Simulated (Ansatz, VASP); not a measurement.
InP: VASP beside Ansatz

```
In P
1.0
     0.00000    2.88781    2.88781
     2.88781    0.00000    2.88781
     2.88781    2.88781    0.00000
In P
1 1
Direct
  0.00000 0.00000 0.00000
  0.25000 0.25000 0.25000
```

Alike in both runs: task single point; functional PBE; k mesh 10 × 10 × 10; occupations gaussian, width 0.02 eV; no spin polarisation.

```csv
,VASP,Ansatz
version,VASP 6.6.1,Ansatz 0.2.0
potentials or method,"VASP PAW PBE potentials, release 64 (In_d, P), cutoff 520 eV","scalar-relativistic, plane waves, PAW"
valence electrons in the cell,18,18
```

VASP gave:

```
gap on the k mesh at the Fermi level (eV) : 0.95
least direct gap on the mesh (eV)         : 0.95
pressure (GPa)                            : 6.9
```

Task: Estimate Ansatz's values.

Result: gap on the k mesh at the Fermi level (eV): 0.95; least direct gap on the mesh (eV): 0.95; pressure (GPa): 7.0.

With one functional, cell and mesh, what is left measures potentials, basis and numerics.
